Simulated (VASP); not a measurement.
Runs of VASP 6.6.1 on Ir. The structure is that of space group Fm-3m (No. 225), or close to it. The cells are those of the table. 

| spin | cell | k mesh | smearing | gap on the mesh (eV) | pressure (GPa) | moment (μB) |
| --- | --- | --- | --- | --- | --- | --- |
| collinear, ferromagnetic start | a = 2.670 Å, angles 60.0°, 1 atom | 23 × 23 × 23 | fermi-dirac 0.05 eV | none | 35.1 | 0.00 |
| collinear, ferromagnetic start | a = 2.745 Å, angles 60.0°, 1 atom | 14 × 14 × 14 | fermi-dirac 0.05 eV | none | (b) | 0.00 |
| off | a = 2.782 Å, angles 60.0°, 1 atom | 23 × 23 × 23 | fermi-dirac 0.1 eV | none | -11.8 | - |
| off | a = 2.671 Å, angles 60.0°, 1 atom | 23 × 23 × 23 | fermi-dirac 0.1 eV | none | (a) | - |
| off | a = 2.746 Å, angles 60.0°, 1 atom | 7 × 7 × 7 | fermi-dirac 0.1 eV | none | -1.0 | - |

Alike in all rows: task single point; level revPBE; potentials or basis VASP PAW PBE potentials, release 64 (Ir); cutoff (eV) 520.

Estimate the missing entries.

(a) 35.0; (b) 0.3.

Caveats: some runs use coarse meshes; the PAW data sets were made with another functional, which shifts forces and pressure a little; spin-orbit coupling is left out, which moves the levels of the heavy elements.

A k mesh can miss the band edges, and the runs leave out spin-orbit coupling on Ir.

A gap of «none» marks levels without a gap at the run's occupations.
